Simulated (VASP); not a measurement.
Wanted: the native input for a VASP 6.6.1 run.

| Quantity | Value |
| --- | --- |
| Task | single point |
| Functional | r2SCAN |
| Potentials or basis | VASP PAW PBE potentials, release 64 (Mo_sv, S) |
| Cutoff | 520 eV |
| k mesh | 7 × 7 × 3 |
| Occupations | fermi-dirac, width 0.05 eV |
| Spin | non-collinear spin, zero start, spin-orbit coupling |
| Starting moments | [[0.0, 0.0, 0.0], [0.0, 0.0, 0.0], [0.0, 0.0, 0.0]] μB |
| Dipole correction | no |
| Further INCAR settings | ALGO = Normal; EDIFF = 1e-07; NBANDS = 39 |

Crystal: MoS2.

```
CELL_PARAMETERS angstrom
3.22746 0.00000 0.00000
-1.61373 2.79507 0.00000
0.00000 0.00000 6.31247
ATOMIC_POSITIONS crystal
Mo 0.00000 0.00000 0.50000
S 0.66667 0.33333 0.74468
S 0.33333 0.66667 0.25532
```

One way to write it, as run:

POSCAR

```
MoS2
1.0
    3.2274645616      0.0000000000      0.0000000000
   -1.6137322808      2.7950663001      0.0000000000
    0.0000000000      0.0000000000      6.3124734200
Mo S
1 2
Direct
    0.0000000000      0.0000000000      0.5000000000
    0.6666666667      0.3333333333      0.7446806800
    0.3333333333      0.6666666667      0.2553193200
```

INCAR.step1

```
PREC = Accurate
ENCUT = 520
ISMEAR = -1
SIGMA = 0.05
LREAL = False
LASPH = True
NELM = 150
LNONCOLLINEAR = True
MAGMOM = 0 0 0 0 0 0 0 0 0
LSORBIT = True
GGA_COMPAT = False
LMAXMIX = 4
NBANDS = 39
GGA = PE
ALGO = Normal
EDIFF = 1E-4
LWAVE = True
LCHARG = False
```

INCAR.step2

```
PREC = Accurate
ENCUT = 520
EDIFF = 1E-7
ISMEAR = -1
SIGMA = 0.05
LREAL = False
LASPH = True
NELM = 150
ALGO = Normal
ISIF = 2
LWAVE = False
LCHARG = True
LNONCOLLINEAR = True
MAGMOM = 0 0 0 0 0 0 0 0 0
LORBIT = 11
LSORBIT = True
GGA_COMPAT = False
LORBMOM = True
LMAXMIX = 4
METAGGA = R2SCAN
LMIXTAU = True
LVHAR = True
NBANDS = 39
ISTART = 1
```

KPOINTS

```
regular mesh
0
Gamma
  7 7 3
```

Potentials or basis: VASP PAW PBE potentials, release 64 (Mo_sv, S).

Command:

```console
$ cat potpaw_PBE.64/Mo_sv/POTCAR potpaw_PBE.64/S/POTCAR > POTCAR
$ cp INCAR.step1 INCAR
$ mpirun -np 1 vasp_ncl > vasp.out
$ cp INCAR.step2 INCAR
$ mpirun -np 1 vasp_ncl > vasp.out
```

It gave:

- Pressure: 0.3 GPa
- Largest force: 0.075 eV/Å
- Net moment: 0.00 μB per cell
- Valence electrons inside the program's atomic spheres: Mo 12.34; S 3.71

Caveat: the PAW data sets were made with another functional, which shifts forces and pressure a little.

Wall time 4.5 min on 1 thread of Intel(R) Xeon(R) Platinum 8488C (Sapphire Rapids), on a shared host, peak memory 0.36 GiB.
